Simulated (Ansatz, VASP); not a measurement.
## Two plane-wave programs on ZnSe

Contents of INCAR:

```
SYSTEM = ZnSe
  PREC = Accurate
  ENCUT = 500
  EDIFF = 1E-6
  ISMEAR = 0
  SIGMA = 0.02
  LREAL = .FALSE.
  LASPH = .TRUE.
  NELM = 120
  ALGO = Normal
  ISIF = 2
  LWAVE = .FALSE.
  LCHARG = .FALSE.
  GGA = PE
  NBANDS = 16
  GGA_COMPAT = .FALSE.
```

Contents of KPOINTS:

```
regular mesh
0
G
  6 6 6
  0 0 0
```

The input POSCAR:

```
ZnSe
1.0
    0.0000000000      2.8659201969      2.8659201969
    2.8659201969      0.0000000000      2.8659201969
    2.8659201969      2.8659201969      0.0000000000
Zn Se
1 1
Direct
    0.0000000000      0.0000000000      0.0000000000
    0.2500000000      0.2500000000      0.2500000000
```

Input for Ansatz:

```yaml
crystal:
  lattice:
    - [0.0, 2.8659201969, 2.8659201969]
    - [2.8659201969, 0.0, 2.8659201969]
    - [2.8659201969, 2.8659201969, 0.0]
  atoms:
    - { symbol: Zn, position: [0.0, 0.0, 0.0] }
    - { symbol: Se, position: [0.25, 0.25, 0.25] }
basis:
  ecutwfc: 420
kpoints:
  mp_grid: { grid: [6, 6, 6] }
  band_path:
    path:
      - [0.0, 0.0, 0.0]
      - [-0.5, -0.5, 0.0]
      - [-0.375, -0.375, 0.25]
      - [-0.375, 0.0, 0.375]
      - [0.0, 0.0, 0.5]
      - [-0.5, -0.25, 0.25]
    npoints: 1
hamiltonian:
  xc: pbe
scf:
  occupations: { method: gaussian, width: 0.02 }
  n_extra_bands: 4
output:
  forces: true
  stress: true
  eigenvalues: true
```

Alike in both runs: task single point; functional PBE; k mesh 6 × 6 × 6; occupations gaussian, width 0.02 eV; no spin polarisation.

```csv
,VASP,Ansatz
version,VASP 6.6.1,Ansatz 0.2.0
potentials or method,"VASP PAW PBE potentials, release 64 (Zn, Se), cutoff 500 eV","scalar-relativistic, plane waves, PAW"
valence electrons in the cell,18,28
```

|  | VASP | Ansatz | Ansatz less VASP |
| --- | --- | --- | --- |
| gap on the k mesh at the Fermi level (eV) | 1.15 | 1.15 | -0.001 |
| least direct gap on the mesh (eV) | 1.15 | 1.15 | -0.001 |
| pressure (GPa) | 0.3 | 0.0 | -0.21 |

VASP's potentials hold 18 valence electrons a cell and Ansatz's 28, so a difference there can come from the potentials and not from the codes.
